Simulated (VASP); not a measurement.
# GdN (Fm-3m) in VASP: a series of runs, part 2 of 2

VASP 6.6.1. The steps go on from the part before.

**5. Single point, revPBE+U, collinear spin, ferromagnetic start**

INCAR reads:

```
SYSTEM = GdN
ALGO     = Normal         ! electronic algorithm
EDIFF    = 1E-6           ! SCF threshold, eV
ENCUT    = 520            ! plane-wave cutoff, eV
GGA      = RE             ! functional
ISIF     = 2              ! what is computed and relaxed
ISMEAR   = 0              ! smearing method
ISPIN    = 2              ! spin polarisation
LASPH    = .True.         ! aspherical terms in the spheres
LCHARG   = .False.        ! write CHGCAR
LDAU     = .True.         ! DFT+U
LDAUJ    = 0 0          
LDAUL    = 3 -1           ! shell
LDAUPRINT= 1            
LDAUTYPE = 2            
LDAUU    = 6 0            ! U, eV
LMAXMIX  = 6              ! l up to which the mixer works
LORBIT   = 11             ! projections on sites
LREAL    = .False.        ! projectors in reciprocal space
LWAVE    = .False.        ! write WAVECAR
MAGMOM   = 7 0            ! initial moments
NBANDS   = 22             ! bands
NELM     = 150            ! most SCF steps
PREC     = Accurate       ! precision mode
SIGMA    = 0.05           ! smearing width, eV
```

KPOINTS reads:

```
k-points
0
Gamma
  8 8 8
  0 0 0
```

POSCAR reads:

```
GdN
1.0
    0.0000000000      2.4994985661      2.4994985661
    2.4994985661      0.0000000000      2.4994985661
    2.4994985661      2.4994985661      0.0000000000
Gd N
1 1
Direct
    0.5000000000      0.5000000000      0.5000000000
    0.0000000000      0.0000000000      0.0000000000
```

Potentials or basis: VASP PAW PBE potentials, release 64 (Gd, N).

Command:

```console
$ cat potpaw_PBE.64/Gd/POTCAR potpaw_PBE.64/N/POTCAR > POTCAR
$ mpirun -np 1 vasp_std > vasp.out
```

OUTCAR:

```text
SYSTEM = GdN
   EDIFF = 1E-6
   ENCUT = 520
   GGA = RE
   ISIF = 2
   ISMEAR = 0
   ISPIN = 2
   LASPH = .True.
   LORBIT = 11
   LREAL = .False.
   NELM = 150
   PREC = Accurate

 ion  position               nearest neighbor table
   1  0.500  0.500  0.500-   2 2.50   2 2.50   2 2.50   2 2.50   2 2.50   2 2.50
   2  0.000  0.000  0.000-   1 2.50   1 2.50   1 2.50   1 2.50   1 2.50   1 2.50

  LATTYP: Found a face centered cubic cell.
 ALAT       =     4.9989971322

  Lattice vectors:

[... 1461 lines left out ...]
  external PRESSURE =      32.3503726 kB  Pullay stress =       0.0000000 kB

 VOLUME and BASIS-vectors are now :
 -----------------------------------------------------------------------------
  energy-cutoff  :      520.00
  volume of cell :       31.23
      direct lattice vectors                 reciprocal lattice vectors
     0.000000000  2.499498566  2.499498566    -0.200040123  0.200040123  0.200040123
     2.499498566  0.000000000  2.499498566     0.200040123 -0.200040123  0.200040123
     2.499498566  2.499498566  0.000000000     0.200040123  0.200040123 -0.200040123

 POSITION                                       TOTAL-FORCE (eV/Angst)
 -----------------------------------------------------------------------------------
      2.49950      2.49950      2.49950         0.000000      0.000000     -0.000000
      0.00000      0.00000      0.00000        -0.000000     -0.000000      0.000000
 -----------------------------------------------------------------------------------
    total drift:                                0.000000      0.000000      0.000000

  FREE ENERGIE OF THE ION-ELECTRON SYSTEM (eV)
  ---------------------------------------------------
  free  energy   TOTEN  =       -22.1722589763 eV

  energy  without entropy=      -22.1722055922  energy(sigma->0) =      -22.17223228

 total charge

# of ion       s       p       d       f       tot
--------------------------------------------------
    1        2.036   5.676   0.535   6.973  15.220
    2        1.253   2.389   0.000   0.000   3.641
--------------------------------------------------
tot          3.288   8.065   0.535   6.973  18.861

 magnetization (x)

# of ion       s       p       d       f       tot
--------------------------------------------------
    1       -0.007  -0.090   0.068   6.894   6.865
    2       -0.009  -0.103   0.000   0.000  -0.111
--------------------------------------------------
tot         -0.015  -0.193   0.068   6.894   6.753
```

stdout:

```text
POSCAR found type information on POSCAR GdN
 POSCAR found :  2 types and       2 ions
 scaLAPACK will be used
 -----------------------------------------------------------------------------
|                                                                             |
|                                                                             |
|     You enforced a specific xc type in the INCAR file but a different       |
|     I HOPE YOU KNOW WHAT YOU ARE DOING!                                     |
|                                                                             |
 -----------------------------------------------------------------------------

 LDA part: xc-table for (Slater+PW92), standard interpolation
 POSCAR, INCAR and KPOINTS ok, starting setup
 FFT: planning ... GRIDC
 FFT: planning ... GRID_SOFT
 FFT: planning ... GRID
 WAVECAR not read
 entering main loop
```

Wall time 2.2 min (1 thread of AMD EPYC 7R13, shared host); peak memory 0.17 GiB.

What came out:

* Free energy: -22.1723 eV
* Pressure: 3.2 GPa
* Band gap on the k mesh: zero (filled and empty bands overlap)
* Net moment: 7.00 μB per cell
* Site moments: Gd +6.87; N -0.11 μB
* Valence electrons inside the program's atomic spheres: Gd 15.22; N 3.64

Levels at points of the mesh, in eV from the Fermi level:
Spin up:
```csv
k point,band 12,band 13,band 14,band 15,band 16,band 17,band 18,band 19
"(0.00, 0.00, 0.00)",-6.09,0.24,0.24,0.24,2.69,2.69,2.69,3.38
"(0.50, 0.00, 0.00)",-6.05,-4.13,-2.33,-2.33,5.29,6.01,6.01,6.66
"(0.50, 0.50, 0.00)",-6.13,-1.25,-0.24,-0.14,-0.14,6.60,6.65,7.68
```
Spin down:
```tsv
k point	band 6	band 7	band 8	band 9	band 10	band 11
(0.00, 0.00, 0.00)	-0.33	-0.33	-0.33	3.49	3.49	3.49
(0.50, 0.00, 0.00)	-3.88	-2.25	-2.25	4.57	4.94	4.94
(0.50, 0.50, 0.00)	-0.96	-0.41	-0.41	0.42	5.01	5.04
```

Eigenvalues of the final occupation matrices:
| site | spin | trace | eigenvalues |
| --- | --- | --- | --- |
| site 1 f | 1 | 6.94 | 0.99 0.99 0.99 0.99 0.99 0.99 0.99 |
| site 1 f | 2 | 0.04 | 0.00 0.00 0.00 0.00 0.01 0.01 0.01 |

Caveat: the PAW data sets were made with another functional, which shifts forces and pressure a little; spin-orbit coupling is left out, which moves the levels of the heavy elements; a cell with one magnetic atom can't hold antiferromagnetic order, which such compounds often take.

**6. Single point, PBE+U, collinear spin, ferromagnetic start**

INCAR reads:

```
PREC = Accurate ; ENCUT = 520
EDIFF = 1E-7 ; ISMEAR = 0
SIGMA = 0.05 ; LREAL = F
LASPH = T ; NELM = 150
ALGO = Normal ; ISIF = 2
LWAVE = F ; LCHARG = T
ISPIN = 2 ; MAGMOM = 7 0
LORBIT = 11 ; LMAXMIX = 6
LDAU = T ; LDAUTYPE = 2
LDAUL = 3 -1 ; LDAUU = 6 0
LDAUJ = 0 0 ; LDAUPRINT = 1
GGA = PE ; LELF = T
LVHAR = T ; NBANDS = 22
```

KPOINTS reads:

```
Automatic mesh
0
Gamma
  8 8 8
```

POSCAR is that of step 5.

Potentials or basis: VASP PAW PBE potentials, release 64 (Gd, N).

Command:

```console
$ cat potpaw_PBE.64/Gd/POTCAR potpaw_PBE.64/N/POTCAR > POTCAR
$ mpirun -np 1 vasp_std > vasp.out
```

Wall time 2.2 min (1 thread of AMD EPYC 7R13, shared host); peak memory 0.17 GiB.

Results (log left out):

```
Free energy                                           : -22.8106 eV
Pressure                                              : 0.6 GPa
Band gap on the k mesh                                : zero (filled and empty bands overlap)
Net moment                                            : 7.00 μB per cell
Site moments                                          : Gd +6.87; N -0.11 μB
Valence electrons inside the program's atomic spheres : Gd 15.21; N 3.63
```

Levels at points of the mesh, in eV from the Fermi level:
Spin up:
```tsv
k point	band 13	band 14	band 15	band 16	band 17	band 18
(0.00, 0.00, 0.00)	0.26	0.26	0.26	2.67	2.67	2.67
(0.50, 0.00, 0.00)	-4.13	-2.32	-2.32	5.28	6.00	6.00
(0.50, 0.50, 0.00)	-1.23	-0.26	-0.13	-0.13	6.61	6.65
```
Spin down:
```
           k point  band 6  band 7  band 8  band 9  band 10  band 11
(0.00, 0.00, 0.00)   -0.31   -0.31   -0.31    3.48     3.48     3.48
(0.50, 0.00, 0.00)   -3.89   -2.23   -2.23    4.53     4.90     4.90
(0.50, 0.50, 0.00)   -0.93   -0.39   -0.39    0.39     4.97     5.00
```

Eigenvalues of the final occupation matrices:
```tsv
site	spin	trace	eigenvalues
site 1 f	1	6.94	0.99 0.99 0.99 0.99 0.99 0.99 0.99
site 1 f	2	0.04	0.00 0.00 0.00 0.00 0.01 0.01 0.01
```

Caveat: spin-orbit coupling is left out, which moves the levels of the heavy elements; a cell with one magnetic atom can't hold antiferromagnetic order, which such compounds often take.

**7. Summary**

| level | k mesh | smearing | gap on the mesh (eV) | pressure (GPa) | moment (μB) |
| --- | --- | --- | --- | --- | --- |
| PBE+U | 5 × 5 × 5 | gaussian 0.05 eV | none | 0.9 | 7.00 |
| PBE+U | 6 × 6 × 6 | gaussian 0.05 eV | none | 0.7 | 7.00 |
| PBE+U | 8 × 8 × 8 | fermi-dirac 0.05 eV | none | 0.7 | 7.00 |
| revPBE+U | 8 × 8 × 8 | gaussian 0.05 eV | none | 3.2 | 7.00 |
| PBE+U | 8 × 8 × 8 | gaussian 0.05 eV | none | 0.6 | 7.00 |

Alike in all rows: task single point; potentials or basis VASP PAW PBE potentials, release 64 (Gd, N); spin collinear, ferromagnetic start; Gd f U = 6.0 eV; cell as given; cutoff (eV) 520.

Caveats: some runs use coarse meshes; spin-orbit coupling is left out, which moves the levels of the heavy elements; a cell with one magnetic atom can't hold antiferromagnetic order, which such compounds often take; the PAW data sets were made with another functional, which shifts forces and pressure a little (some runs).

Total energies depend on the potentials used, so only differences within one code and one set of settings carry meaning.
